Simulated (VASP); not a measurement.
# BP (F-43m) in VASP: dielectric tensor with PBEsol

Aim: the dielectric tensor of BP with PBEsol.

Program: VASP 6.6.1. These are calculated values, not measurements. Logs are shortened: lines on timing, memory, paths and dates and some standing lists are left out, and cuts for length are marked.

### 1 The cell of the first run

The structure is cubic, space group F-43m (No. 216). Conventional cell: a = 4.538 Å, b = 4.538 Å, c = 4.538 Å, α = 90.00°, β = 90.00°, γ = 90.00°. B (site symmetry -43m) has 4 P at 1.97 Å within 2.6 Å. Within 2.6 Å of P (site symmetry -43m) lie 4 B at 1.97 Å.

### 2 Dielectric tensor, PBEsol

The input, INCAR:

```
ALGO = Normal ; EDIFF = 1E-8
ENCUT = 420 ; GGA = PS
GGA_COMPAT = False ; ISIF = 2
ISMEAR = 0 ; LASPH = True
LCHARG = False ; LEPSILON = True
LREAL = False ; LWAVE = False
NELM = 120 ; PREC = Accurate
SIGMA = 0.01
```

The input, KPOINTS:

```
k-points
0
Gamma
  6 6 6
```

The input, POSCAR:

```
BP
1.0
    0.0000000000      2.2690000000      2.2690000000
    2.2690000000      0.0000000000      2.2690000000
    2.2690000000      2.2690000000      0.0000000000
B P
1 1
Direct
    0.0000000000      0.0000000000      0.0000000000
    0.2500000000      0.2500000000      0.2500000000
```

Potentials or basis: VASP PAW PBE potentials, release 64 (B, P).

Started as:

```
$ cat potpaw_PBE.64/B/POTCAR potpaw_PBE.64/P/POTCAR > POTCAR
$ mpirun -np 1 vasp_std > vasp.out
```

OUTCAR:

```text
EDIFF = 1E-8
   ENCUT = 420
   GGA = PS
   ISIF = 2
   ISMEAR = 0
   LASPH = True
   LEPSILON = True
   LREAL = False
   NELM = 120
   PREC = Accurate

 ion  position               nearest neighbor table
   1  0.000  0.000  0.000-   2 1.97   2 1.97   2 1.97   2 1.97
   2  0.250  0.250  0.250-   1 1.97   1 1.97   1 1.97   1 1.97

  LATTYP: Found a face centered cubic cell.
 ALAT       =     4.5380000000

  Lattice vectors:

 A1 = (   0.0000000000,   2.2690000000,   2.2690000000)
 A2 = (   2.2690000000,   0.0000000000,   2.2690000000)
 A3 = (   2.2690000000,   2.2690000000,   0.0000000000)

Analysis of symmetry for initial positions (statically):
=====================================================================
 Subroutine PRICEL returns:
 Original cell was already a primitive cell.

 Routine SETGRP: Setting up the symmetry group for a
 face centered cubic supercell.

 Subroutine GETGRP returns: Found 24 space group operations
 (whereof 24 operations were pure point group operations)
 out of a pool of 48 trial point group operations.

The static configuration has the point symmetry T_d .

Analysis of symmetry for dynamics (positions and initial velocities):
=====================================================================
 Subroutine PRICEL returns:
 Original cell was already a primitive cell.

 Routine SETGRP: Setting up the symmetry group for a
 face centered cubic supercell.

 Subroutine GETGRP returns: Found 24 space group operations
 (whereof 24 operations were pure point group operations)
 out of a pool of 48 trial point group operations.

The dynamic configuration has the point symmetry T_d .

 Subroutine INISYM returns: Found 24 space group operations
 (whereof 24 operations are pure point group operations),
 and found     1 'primitive' translations

----------------------------------------------------------------------------------------

                                     Primitive cell

  volume of cell :      23.3633

  direct lattice vectors                    reciprocal lattice vectors
     0.000000000  2.269000000  2.269000000    -0.220361393  0.220361393  0.220361393
     2.269000000  0.000000000  2.269000000     0.220361393 -0.220361393  0.220361393
     2.269000000  2.269000000  0.000000000     0.220361393  0.220361393 -0.220361393

  length of vectors
     3.208850573  3.208850573  3.208850573     0.381677128  0.381677128  0.381677128

  position of ions in fractional coordinates (direct lattice)
     0.000000000  0.000000000  0.000000000
     0.250000000  0.250000000  0.250000000

  ion indices of the primitive-cell ions
   primitive index   ion index
                 1           1
                 2           2

----------------------------------------------------------------------------------------

 KPOINTS: k-points

Automatic generation of k-mesh.
 Grid dimensions read from file:
 generate k-points for:    6    6    6

 Generating k-lattice:

  Cartesian coordinates                     Fractional coordinates (reciprocal lattice)
    -0.036726899  0.036726899  0.036726899     0.166666667  0.000000000  0.000000000
     0.036726899 -0.036726899  0.036726899     0.000000000  0.166666667  0.000000000
     0.036726899  0.036726899 -0.036726899     0.000000000  0.000000000  0.166666667

  Length of vectors
     0.063612855  0.063612855  0.063612855

  Shift w.r.t. Gamma in fractional coordinates (k-lattice)
     0.000000000  0.000000000  0.000000000

 Subroutine IBZKPT returns following result:
 ===========================================

 Found     16 irreducible k-points:

 Following reciprocal coordinates:
            Coordinates               Weight
[... 60 lines left out ...]
   LHFCALC =     F    Hartree Fock is set to
   AEXX    =    0.0000 exact exchange contribution
   IVDW    =     0    specifies the selected vdW correction
   LEPSILON=     T    determine dielectric tensor
   LRPA    =     F    only Hartree local field effects (RPA)
 non-spin polarized calculation
 Gauss-broadening in eV      SIGMA  =   0.01
  energy-cutoff  :      420.00
  volume of cell :       23.36
 maximum number of plane-waves:       471
 NGX is ok and might be reduce to    24
   NGX = 11   NGY = 11   NGZ = 11

--------------------------------------- Ionic step        1  -------------------------------------------

 number of electron       8.0000000 magnetization

 E-fermi :   7.4550     XC(G=0): -11.0434

 val. band max:        7.4122887901   @ k =   0.0000   0.0000   0.0000
 cond. band min:       8.6339878618   @ k =   0.5000   0.5000   0.0000
 fundamental gap:      1.2216990717
 Fermi energy:         7.4549502542

 k-point     1 :       0.0000    0.0000    0.0000
  band No.  band energies     occupation
      1      -8.0884      2.00000
      2       7.4123      2.00000
      3       7.4123      2.00000
      4       7.4123      2.00000
      5      10.7659      0.00000
      6      10.7659      0.00000
      7      10.7659      0.00000
      8      14.7549      0.00000
[... 155 lines left out ...]
 k-point    16 :      -0.3333    0.5000    0.1667
  band No.  band energies     occupation
      1      -3.0053      2.00000
      2      -0.8180      2.00000
      3       2.0485      2.00000
      4       2.1693      2.00000
      5      11.1550      0.00000
      6      11.7503      0.00000
      7      16.4984      0.00000
      8      17.1265      0.00000

  FORCE on cell =-STRESS in cart. coord.  units (eV):
  Direction    XX          YY          ZZ          XY          YZ          ZX
  --------------------------------------------------------------------------------------
  -------------------------------------------------------------------------------------
  Total       -0.2450393     -0.2450393     -0.2450393     -0.0000000      0.0000000      0.0000000
  in kB      -16.8040067    -16.8040067    -16.8040067     -0.0000000      0.0000000      0.0000000
  external PRESSURE =     -16.8040067 kB  Pullay stress =       0.0000000 kB

 VOLUME and BASIS-vectors are now :
 -----------------------------------------------------------------------------
  energy-cutoff  :      420.00
  volume of cell :       23.36
      direct lattice vectors                 reciprocal lattice vectors
     0.000000000  2.269000000  2.269000000    -0.220361393  0.220361393  0.220361393
     2.269000000  0.000000000  2.269000000     0.220361393 -0.220361393  0.220361393
     2.269000000  2.269000000  0.000000000     0.220361393  0.220361393 -0.220361393

 POSITION                                       TOTAL-FORCE (eV/Angst)
 -----------------------------------------------------------------------------------
      0.00000      0.00000      0.00000        -0.000000      0.000000      0.000000
      1.13450      1.13450      1.13450         0.000000     -0.000000     -0.000000
 -----------------------------------------------------------------------------------
    total drift:                                0.000000      0.000000      0.000000

  FREE ENERGIE OF THE ION-ELECTRON SYSTEM (eV)
  ---------------------------------------------------
  free  energy   TOTEN  =       -13.6536048559 eV

  energy  without entropy=      -13.6536048559  energy(sigma->0) =      -13.65360486

 HEAD OF MICROSCOPIC STATIC DIELECTRIC TENSOR (INDEPENDENT PARTICLE, excluding Hartree and local field effects)
 ------------------------------------------------------
          11.048725    -0.000000    -0.000000
           0.000000    11.048725     0.000000
          -0.000000     0.000000    11.048725
 ------------------------------------------------------

 Free energy of the ion-electron system (eV)
  ---------------------------------------------------
  ---------------------------------------------------
  free energy    TOTEN  =        -0.65842810 eV

  energy without entropy =       -0.65842810

------------------------ aborting loop because EDIFF is reached ----------------------------------------

--------------------------------------- Ionic step        2  -------------------------------------------

------------------------ aborting loop because EDIFF is reached ----------------------------------------

--------------------------------------- Ionic step        3  -------------------------------------------

 Free energy of the ion-electron system (eV)
  ---------------------------------------------------
  ---------------------------------------------------
  free energy    TOTEN  =        -0.65842816 eV

  energy without entropy =       -0.65842816

------------------------ aborting loop because EDIFF is reached ----------------------------------------

 PIEZOELECTRIC TENSOR FIELD DIRECTION 3  (e Angst)
 -----------------------------------------------------------------------------
     0.00027  0.15705  0.00000           (  0.00000  0.08155  0.00000)
     0.15705  0.00027  0.00000           (  0.08155  0.00000  0.00000)
     0.00000  0.00000 -0.00114           (  0.00000  0.00000 -0.00000)

 PIEZOELECTRIC TENSOR FIELD DIRECTION 3  (C/m^2)
 -----------------------------------------------------------------------------
     0.00018  0.10770  0.00000
     0.10770  0.00018  0.00000
     0.00000  0.00000 -0.00078

 MACROSCOPIC STATIC DIELECTRIC TENSOR (including local field effects in DFT)
 ------------------------------------------------------
          10.616032    -0.000000     0.000000
           0.000000    10.616032     0.000000
           0.000000     0.000000    10.616032
 ------------------------------------------------------

 PIEZOELECTRIC TENSOR (including local field effects)  for field in x, y, z        (e  Angst)
          XX          YY          ZZ          XY          YZ          ZX
  --------------------------------------------------------------------------------
  x     0.00000     0.00000     0.00000     0.00000     0.14795     0.00000
  y    -0.00000     0.00000     0.00000     0.00000     0.00000     0.14795
  z     0.00000     0.00000     0.00000     0.14795     0.00000     0.00000

 PIEZOELECTRIC TENSOR (including local field effects)  for field in x, y, z        (C/m^2)
          XX          YY          ZZ          XY          YZ          ZX
  --------------------------------------------------------------------------------
  x     0.00000     0.00000     0.00000     0.00000     0.10146     0.00000
  y    -0.00000     0.00000     0.00000     0.00000     0.00000     0.10146
  z     0.00000     0.00000     0.00000     0.10146     0.00000     0.00000

 BORN EFFECTIVE CHARGES (including local field effects) (in |e|, cummulative output)
 ---------------------------------------------------------------------------------
 ion    1
    1    -0.47921     0.00000     0.00000
    2     0.00000    -0.47921     0.00000
    3    -0.00000     0.00000    -0.47921
 ion    2
    1     0.47921     0.00000    -0.00000
    2    -0.00000     0.47921    -0.00000
    3     0.00000    -0.00000     0.47921
```

Run time: 54 s. Hardware: 1 thread of Intel Xeon 8259CL, shared host; peak memory 0.15 GiB.

Results:

```
Band gap on the k mesh                  : 1.22 eV (least direct gap 3.35 eV)
Electronic dielectric tensor (diagonal) : 10.62
Born charges (mean of the diagonal)     : B -0.48; P +0.48 e
```

Electronic dielectric tensor:
```
10.62  0.00  0.00
 0.00 10.62  0.00
 0.00  0.00 10.62
```

Born effective charge tensors (e):
atom 1, B
```
-0.48  0.00  0.00
 0.00 -0.48  0.00
 0.00  0.00 -0.48
```
atom 2, P
```
0.48 0.00 0.00
0.00 0.48 0.00
0.00 0.00 0.48
```

Caveat: the PAW data sets were made with another functional, which shifts forces and pressure a little.
